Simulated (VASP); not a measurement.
# InSb (lda) (F-43m) in VASP: a series of runs, part 2 of 2

VASP 6.6.1. Earlier steps stand in the parts before.

**3. Relaxation of cell and atoms, LDA**

File INCAR:

```
SYSTEM = InSb
PREC     = Accurate       ! precision mode
ENCUT    = 500            ! plane-wave cutoff, eV
EDIFF    = 1E-7           ! SCF threshold, eV
ISMEAR   = 0              ! smearing method
SIGMA    = 0.1            ! smearing width, eV
LREAL    = .FALSE.        ! projectors in reciprocal space
LASPH    = .TRUE.         ! aspherical terms in the spheres
NELM     = 120            ! most SCF steps
ALGO     = Normal         ! electronic algorithm
ISIF     = 3              ! what is computed and relaxed
LWAVE    = .FALSE.        ! write WAVECAR
LCHARG   = .FALSE.        ! write CHGCAR
IBRION   = 2              ! ionic algorithm
NSW      = 100            ! ionic steps
EDIFFG   = -0.002         ! ionic threshold
GGA_COMPAT= .FALSE.      
NELMIN   = 4
```

File KPOINTS:

```
Automatic mesh
0
G
  12 12 12
  0 0 0
```

File POSCAR:

```
InSb
1.0
    0.0000000000      3.2249616416      3.2249616416
    3.2249616416      0.0000000000      3.2249616416
    3.2249616416      3.2249616416      0.0000000000
In Sb
1 1
Direct
    0.0000000000      0.0000000000      0.0000000000
    0.7500000000      0.7500000000      0.7500000000
```

Potentials or basis: VASP PAW LDA potentials, release 64 (In_d, Sb).

The run is started by

```bash
$ cat potpaw_LDA.64/In_d/POTCAR potpaw_LDA.64/Sb/POTCAR > POTCAR
$ mpirun -np 1 vasp_std > vasp.out
```

OUTCAR:

```text
SYSTEM = InSb
   PREC = Accurate
   ENCUT = 500
   EDIFF = 1E-7
   ISMEAR = 0
   LREAL = .FALSE.
   LASPH = .TRUE.
   NELM = 120
   ISIF = 3
   IBRION = 2
   NSW = 100
   EDIFFG = -0.002
   NELMIN = 4

 ion  position               nearest neighbor table
   1  0.000  0.000  0.000-   2 2.79   2 2.79   2 2.79   2 2.79
   2  0.750  0.750  0.750-   1 2.79   1 2.79   1 2.79   1 2.79

  LATTYP: Found a face centered cubic cell.
 ALAT       =     6.4499232832

  Lattice vectors:

 A1 = (   0.0000000000,   3.2249616416,   3.2249616416)
 A2 = (   3.2249616416,   0.0000000000,   3.2249616416)
 A3 = (   3.2249616416,   3.2249616416,   0.0000000000)

Analysis of symmetry for initial positions (statically):
=====================================================================
 Subroutine PRICEL returns:
 Original cell was already a primitive cell.

 Routine SETGRP: Setting up the symmetry group for a
 face centered cubic supercell.

 Subroutine GETGRP returns: Found 24 space group operations
 (whereof 24 operations were pure point group operations)
 out of a pool of 48 trial point group operations.

The static configuration has the point symmetry T_d .
[... 171 lines left out ...]
  Total        0.0345329      0.0345329      0.0345329     -0.0000000      0.0000000      0.0000000
  in kB        0.8247841      0.8247841      0.8247841     -0.0000000      0.0000000      0.0000000
  external PRESSURE =       0.8247841 kB  Pullay stress =       0.0000000 kB
[... 59 lines left out ...]
--------------------------------------- Ionic step        3  -------------------------------------------

 number of electron      17.9999995 magnetization

 Free energy of the ion-electron system (eV)
  ---------------------------------------------------
  ext. energy  EPLUGINS =         0.00000000
  ---------------------------------------------------
  free energy    TOTEN  =        -8.21680274 eV

  energy without entropy =       -8.21665980  energy(sigma->0) =       -8.21673127

 E-fermi :   5.0660     XC(G=0):  -9.0408

 val. band max:        5.0126014205   @ k =   0.0000   0.0000   0.0000
 cond. band min:       5.4538330074   @ k =   0.5000   0.0000   0.0000
 fundamental gap:      0.4412315869
 Fermi energy:         5.0659551216

 k-point     1 :       0.0000    0.0000    0.0000
  band No.  band energies     occupation
      1      -9.5704      2.00000
      2      -9.5704      2.00000
      3      -9.5704      2.00000
      4      -9.4798      2.00000
      5      -9.4798      2.00000
      6      -5.8339      2.00000
      7       4.7125      2.00000
      8       5.0126      1.54947
      9       5.0126      1.54947
     10       5.0126      1.54947
     11       7.9211      0.00000
     12       7.9211      0.00000
     13       7.9211      0.00000
[... 354 lines left out ...]
  band No.  band energies     occupation
      1      -9.6285      2.00000
      2      -9.5462      2.00000
      3      -9.5441      2.00000
      4      -9.4817      2.00000
      5      -9.4789      2.00000
      6      -4.2772      2.00000
      7      -0.6434      2.00000
      8       2.5838      2.00000
      9       3.7057      2.00000
     10       6.6720      0.00000
     11       8.6456      0.00000
     12       9.4800      0.00000
     13      11.3216      0.00000

 [... further k-points ...]
[... 5 lines left out ...]
  --------------------------------------------------------------------------------------
  -------------------------------------------------------------------------------------
  Total       -0.0023928     -0.0023928     -0.0023928      0.0000000      0.0000000      0.0000000
  in kB       -0.0570373     -0.0570373     -0.0570373      0.0000000      0.0000000      0.0000000
  external PRESSURE =      -0.0570373 kB  Pullay stress =       0.0000000 kB
[... 17 lines left out ...]
  FREE ENERGIE OF THE ION-ELECTRON SYSTEM (eV)
  ---------------------------------------------------
  free  energy   TOTEN  =        -8.2168027439 eV

  energy  without entropy=       -8.2166597993  energy(sigma->0) =       -8.21673127

 reached required accuracy - stopping structural energy minimisation
```

Run time: 48 s. Hardware: 1 thread of Intel Xeon 6975P-C (Granite Rapids), shared host; peak memory 0.22 GiB.

Results:

```
Free energy                            : -8.2168 eV
Relaxed volume                         : 33.61 Å³/atom
Relaxed cell                           : a = 4.564 Å, b = 4.564 Å, c = 4.564 Å, α = 60.00°, β = 60.00°, γ = 60.00°
Space group after relaxing (to 0.05 Å) : F-43m (No. 216)
Energy gained by relaxing              : 0.0 meV/atom
Ionic steps                            : 3
Pressure after relaxing                : 0.0 GPa
Band gap on the k mesh                 : zero (filled and empty bands touch)
```

Final structure:
```xyz
2
Lattice="0.0000 3.2271 3.2271 3.2271 0.0000 3.2271 3.2271 3.2271 0.0000" Properties=species:S:1:pos:R:3 pbc="T T T"
In    0.0000    0.0000    0.0000
Sb    4.8406    4.8406    4.8406
```

Levels at points of the mesh, in eV from the Fermi level:
```tsv
k point	band 7	band 8	band 9	band 10	band 11	band 12
(0.00, 0.00, 0.00)	-0.35	-0.05	-0.05	-0.05	2.86	2.86
(0.50, 0.00, 0.00)	-5.78	-1.08	-1.08	0.39	3.71	3.71
(0.50, 0.50, 0.00)	-6.08	-2.37	-2.37	1.18	1.19	8.06
```

Caveat: spin-orbit coupling is left out, which moves the levels of the heavy elements.
